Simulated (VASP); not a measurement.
# BaTe (Fm-3m) in VASP: further runs, part 2 of 2

VASP 6.6.1.

## (4) Single point, PBE (volume changed by -3%)

INCAR reads:

```
PREC = Accurate
ENCUT = 520
EDIFF = 1E-7
ISMEAR = 0
SIGMA = 0.01
LREAL = False
LASPH = True
NELM = 80
ALGO = Normal
ISIF = 2
LWAVE = False
LCHARG = False
GGA = PE
NBANDS = 15
```

KPOINTS reads:

```
Automatic mesh
0
Gamma
  6 6 6
```

POSCAR reads:

```
BaTe
1.0
    0.0000000000      3.4966961765      3.4966961765
    3.4966961765      0.0000000000      3.4966961765
    3.4966961765      3.4966961765      0.0000000000
Ba Te
1 1
Direct
    0.0000000000      0.0000000000      0.0000000000
    0.5000000000      0.5000000000      0.5000000000
```

Potentials or basis: VASP PAW PBE potentials, release 64 (Ba_sv, Te).

Command:

```sh
cat potpaw_PBE.64/Ba_sv/POTCAR potpaw_PBE.64/Te/POTCAR > POTCAR
mpirun -np 1 vasp_std > vasp.out
```

OUTCAR:

```text
PREC = Accurate
   ENCUT = 520
   EDIFF = 1E-7
   ISMEAR = 0
   LREAL = False
   LASPH = True
   NELM = 80
   ISIF = 2
   GGA = PE

 ion  position               nearest neighbor table
   1  0.000  0.000  0.000-   2 3.50   2 3.50   2 3.50   2 3.50   2 3.50   2 3.50
   2  0.500  0.500  0.500-   1 3.50   1 3.50   1 3.50   1 3.50   1 3.50   1 3.50

  LATTYP: Found a face centered cubic cell.
 ALAT       =     6.9933923530

  Lattice vectors:

 A1 = (   0.0000000000,   3.4966961765,   3.4966961765)
[... 464 lines left out ...]
------------------------ aborting loop because EDIFF is reached ----------------------------------------

  FORCE on cell =-STRESS in cart. coord.  units (eV):
  Direction    XX          YY          ZZ          XY          YZ          ZX
  --------------------------------------------------------------------------------------
  -------------------------------------------------------------------------------------
  Total        0.6763887      0.6763887      0.6763887     -0.0000000      0.0000000      0.0000000
  in kB       12.6736943     12.6736943     12.6736943     -0.0000000      0.0000000      0.0000000
  external PRESSURE =      12.6736943 kB  Pullay stress =       0.0000000 kB

 VOLUME and BASIS-vectors are now :
 -----------------------------------------------------------------------------
  energy-cutoff  :      520.00
  volume of cell :       85.51
      direct lattice vectors                 reciprocal lattice vectors
     0.000000000  3.496696176  3.496696176    -0.142992120  0.142992120  0.142992120
     3.496696176  0.000000000  3.496696176     0.142992120 -0.142992120  0.142992120
     3.496696176  3.496696176  0.000000000     0.142992120  0.142992120 -0.142992120

 POSITION                                       TOTAL-FORCE (eV/Angst)
 -----------------------------------------------------------------------------------
      0.00000      0.00000      0.00000        -0.000000     -0.000000      0.000000
      3.49670      3.49670      3.49670         0.000000      0.000000     -0.000000
 -----------------------------------------------------------------------------------
    total drift:                                0.000000     -0.000000     -0.000000

  FREE ENERGIE OF THE ION-ELECTRON SYSTEM (eV)
  ---------------------------------------------------
  free  energy   TOTEN  =        -8.6154231633 eV

  energy  without entropy=       -8.6154231633  energy(sigma->0) =       -8.61542316
```

stdout:

```text
POSCAR found type information on POSCAR BaTe
 POSCAR found :  2 types and       2 ions
 scaLAPACK will be used
 LDA part: xc-table for (Slater+PW92), standard interpolation
 POSCAR, INCAR and KPOINTS ok, starting setup
 FFT: planning ... GRIDC
 FFT: planning ... GRID_SOFT
 FFT: planning ... GRID
 WAVECAR not read
 entering main loop
```

Run time: 38 s. Hardware: 1 thread of Intel Xeon 6975P-C, shared host; peak memory 0.24 GiB.

What came out:

```
Free energy            : -8.6154 eV
Pressure               : 1.3 GPa
Band gap on the k mesh : 1.51 eV, indirect (least direct gap 1.90 eV)
```

Caveat: spin-orbit coupling is left out, which moves the levels of the heavy elements. A k mesh can miss the band edges.

## (5) Single point, PBE (volume changed by +3%)

INCAR reads:

```
PREC     = Accurate       # precision mode
ENCUT    = 520            # plane-wave cutoff, eV
EDIFF    = 1E-6           # SCF threshold, eV
ISMEAR   = 0              # smearing method
SIGMA    = 0.01           # smearing width, eV
LREAL    = False          # projectors in reciprocal space
LASPH    = True           # aspherical terms in the spheres
NELM     = 100            # most SCF steps
ALGO     = Normal         # electronic algorithm
ISIF     = 2              # what is computed and relaxed
LWAVE    = False          # write WAVECAR
LCHARG   = True           # write CHGCAR
GGA      = PE             # functional
LELF     = True           # ELF
LVHAR    = True         
NBANDS   = 15             # bands
```

KPOINTS is that of step 4.

POSCAR reads:

```
BaTe
1.0
    0.0000000000      3.5673555406      3.5673555406
    3.5673555406      0.0000000000      3.5673555406
    3.5673555406      3.5673555406      0.0000000000
Ba Te
1 1
Direct
    0.0000000000      0.0000000000      0.0000000000
    0.5000000000      0.5000000000      0.5000000000
```

Potentials or basis: VASP PAW PBE potentials, release 64 (Ba_sv, Te).

Command:

```sh
cat potpaw_PBE.64/Ba_sv/POTCAR potpaw_PBE.64/Te/POTCAR > POTCAR
mpirun -np 1 vasp_std > vasp.out
```

OUTCAR:

```text
PREC = Accurate
   ENCUT = 520
   EDIFF = 1E-6
   ISMEAR = 0
   LREAL = False
   LASPH = True
   NELM = 100
   ISIF = 2
   GGA = PE

 ion  position               nearest neighbor table
   1  0.000  0.000  0.000-   2 3.57   2 3.57   2 3.57   2 3.57   2 3.57   2 3.57
   2  0.500  0.500  0.500-   1 3.57   1 3.57   1 3.57   1 3.57   1 3.57   1 3.57

  LATTYP: Found a face centered cubic cell.
 ALAT       =     7.1347110812

  Lattice vectors:

 A1 = (   0.0000000000,   3.5673555406,   3.5673555406)
 A2 = (   3.5673555406,   0.0000000000,   3.5673555406)
 A3 = (   3.5673555406,   3.5673555406,   0.0000000000)

Analysis of symmetry for initial positions (statically):
=====================================================================
 Subroutine PRICEL returns:
 Original cell was already a primitive cell.

 Routine SETGRP: Setting up the symmetry group for a
 face centered cubic supercell.

 Subroutine GETGRP returns: Found 48 space group operations
 (whereof 48 operations were pure point group operations)
 out of a pool of 48 trial point group operations.

The static configuration has the point symmetry O_h .

Analysis of symmetry for dynamics (positions and initial velocities):
[... 167 lines left out ...]
      8       1.9288      2.00000
      9       4.6226      0.00000
     10       4.8826      0.00000
     11       4.8826      0.00000
     12       4.8826      0.00000
     13       5.4410      0.00000
     14       5.4410      0.00000
[... 257 lines left out ...]
      2     -10.5218      2.00000
      3     -10.4833      2.00000
      4     -10.4731      2.00000
      5      -7.1857      2.00000
      6       0.8974      2.00000
      7       0.9225      2.00000
      8       1.2083      2.00000
      9       4.5225      0.00000
     10       6.3777      0.00000
     11       6.4638      0.00000
     12       6.9891      0.00000
     13       7.4766      0.00000
     14       8.1148      0.00000
     15       9.7519      0.00000

------------------------ aborting loop because EDIFF is reached ----------------------------------------

  FORCE on cell =-STRESS in cart. coord.  units (eV):
  Direction    XX          YY          ZZ          XY          YZ          ZX
  --------------------------------------------------------------------------------------
  -------------------------------------------------------------------------------------
  Total       -0.2956631     -0.2956631     -0.2956631      0.0000000      0.0000000      0.0000000
  in kB       -5.2172116     -5.2172116     -5.2172116      0.0000000      0.0000000      0.0000000
  external PRESSURE =      -5.2172116 kB  Pullay stress =       0.0000000 kB

 VOLUME and BASIS-vectors are now :
 -----------------------------------------------------------------------------
  energy-cutoff  :      520.00
  volume of cell :       90.80
      direct lattice vectors                 reciprocal lattice vectors
     0.000000000  3.567355541  3.567355541    -0.140159845  0.140159845  0.140159845
     3.567355541  0.000000000  3.567355541     0.140159845 -0.140159845  0.140159845
     3.567355541  3.567355541  0.000000000     0.140159845  0.140159845 -0.140159845

 POSITION                                       TOTAL-FORCE (eV/Angst)
 -----------------------------------------------------------------------------------
      0.00000      0.00000      0.00000         0.000000      0.000000      0.000000
      3.56736      3.56736      3.56736        -0.000000     -0.000000     -0.000000
 -----------------------------------------------------------------------------------
    total drift:                                0.000000     -0.000000     -0.000000

  FREE ENERGIE OF THE ION-ELECTRON SYSTEM (eV)
  ---------------------------------------------------
  free  energy   TOTEN  =        -8.6263016504 eV

  energy  without entropy=       -8.6263016504  energy(sigma->0) =       -8.62630165
```

OSZICAR:

```text
N       E                     dE             d eps       ncg     rms          rms(c)
DAV:   1     0.863186087380E+02    0.86319E+02   -0.60250E+03   480   0.875E+02
DAV:   2    -0.339181513813E+01   -0.89710E+02   -0.82702E+02   655   0.155E+02
DAV:   3    -0.860361122095E+01   -0.52118E+01   -0.51823E+01   636   0.403E+01
DAV:   4    -0.873684704400E+01   -0.13324E+00   -0.13321E+00   626   0.655E+00
DAV:   5    -0.874028833247E+01   -0.34413E-02   -0.34413E-02   699   0.872E-01    0.346E+00
DAV:   6    -0.861527685107E+01    0.12501E+00   -0.14578E-01   585   0.186E+00    0.227E+00
DAV:   7    -0.861778650981E+01   -0.25097E-02   -0.11416E-01   600   0.185E+00    0.840E-01
DAV:   8    -0.862568953347E+01   -0.79030E-02   -0.16241E-02   508   0.849E-01    0.198E-01
DAV:   9    -0.862604792593E+01   -0.35839E-03   -0.96069E-04   634   0.189E-01    0.684E-02
DAV:  10    -0.862628997531E+01   -0.24205E-03   -0.44303E-04   501   0.139E-01    0.233E-02
DAV:  11    -0.862630493572E+01   -0.14960E-04   -0.46126E-05   629   0.379E-02    0.235E-02
DAV:  12    -0.862630070426E+01    0.42315E-05   -0.14385E-05   550   0.190E-02    0.116E-02
DAV:  13    -0.862630165035E+01   -0.94609E-06   -0.92850E-07   432   0.570E-03
   1 F= -.86263017E+01 E0= -.86263017E+01  d E =-.268845E-20
```

stdout:

```text
POSCAR found type information on POSCAR BaTe
 POSCAR found :  2 types and       2 ions
 scaLAPACK will be used
 LDA part: xc-table for (Slater+PW92), standard interpolation
 POSCAR, INCAR and KPOINTS ok, starting setup
 FFT: planning ... GRIDC
 FFT: planning ... GRID_SOFT
 FFT: planning ... GRID
 WAVECAR not read
 entering main loop
```

Run time: 34 s. Hardware: 1 thread of Intel Xeon 6975P-C, shared host; peak memory 0.24 GiB.

What came out:

| Quantity | Value |
| --- | --- |
| Free energy | -8.6263 eV |
| Pressure | -0.5 GPa |
| Band gap on the k mesh | 1.64 eV, indirect (least direct gap 2.02 eV) |

Levels at points of the mesh, in eV from the valence-band top:
```tsv
k point	band 6	band 7	band 8	band 9	band 10	band 11
(0.00, 0.00, 0.00)	0.00	0.00	0.00	2.69	2.95	2.95
(0.50, 0.00, 0.00)	-2.08	-1.02	-1.02	4.11	4.61	4.76
(0.50, 0.50, 0.00)	-1.11	-0.38	-0.38	1.64	4.33	4.40
```

Caveat: spin-orbit coupling is left out, which moves the levels of the heavy elements. A k mesh can miss the band edges.

## (6) The runs side by side

```csv
cell,gap on the mesh (eV),pressure (GPa)
"a = 4.894 Å, angles 60.0°, 2 atoms",1.44,2.4
"a = 4.996 Å, angles 60.0°, 2 atoms",1.58,0.3
"a = 4.945 Å, angles 60.0°, 2 atoms",1.51,1.3
"a = 5.045 Å, angles 60.0°, 2 atoms",1.64,-0.5
```

Alike in all rows: task single point; level PBE; potentials or basis VASP PAW PBE potentials, release 64 (Ba_sv, Te); no spin polarisation; k mesh 6 × 6 × 6; cutoff (eV) 520; smearing gaussian 0.01 eV.

Caveats: spin-orbit coupling is left out, which moves the levels of the heavy elements.

Total energies depend on the potentials used, so only differences within one code and one set of settings carry meaning.
